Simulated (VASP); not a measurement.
WF2: single point with PBE+U

WF2:

```
W F
1.0
     0.00000    2.71497    2.71497
     2.71497    0.00000    2.71497
     2.71497    2.71497    0.00000
W F
1 2
Direct
  0.00000 0.00000 0.00000
  0.25000 0.25000 0.25000
  0.75000 0.75000 0.75000
```

```yaml
Program: VASP 6.6.1
Task: single point
Functional: PBE
Potentials_or_basis: VASP PAW PBE potentials, release 64 (W_sv, F)
Cutoff: 520 eV
k_mesh: 10 × 10 × 10
Occupations: gaussian, width 0.02 eV
Spin: no spin polarisation
Hubbard_terms: W d U = 6.2 eV
Dipole_correction: no
Further_INCAR_settings: ALGO = Normal; EDIFF = 1e-06; NBANDS = 21
```

| Item | Value |
| --- | --- |
| Pressure | -4.1 GPa |
| Band gap on the k mesh | zero (band 14 reaches 5.40 eV, above the bottom of band 15 at 5.32 eV) |

Levels at points of the mesh, in eV from the Fermi level:
```csv
k point,band 11,band 12,band 13,band 14,band 15,band 16,band 17,band 18
"(0.00, 0.00, 0.00)",-5.77,-5.77,-0.72,-0.72,-0.09,5.64,5.64,5.64
"(0.50, 0.00, 0.00)",-6.46,-6.46,-0.31,-0.31,3.47,5.16,5.26,5.26
"(0.50, 0.50, 0.00)",-5.88,-5.45,-0.78,-0.01,3.50,5.12,5.12,6.19
```

Eigenvalues of the final occupation matrices:
```
    site  spin  trace               eigenvalues
site 1 d     1   1.76  0.05 0.05 0.05 0.81 0.81
site 1 d     2   1.76  0.05 0.05 0.05 0.81 0.81
```

Wall time 59 s on 1 thread of Intel(R) Xeon(R) Platinum 8488C (Sapphire Rapids), on a shared host, peak memory 0.19 GiB.

Caveat: spin-orbit coupling is left out, which moves the levels of the heavy elements; U without spin polarisation on a metal has little footing.
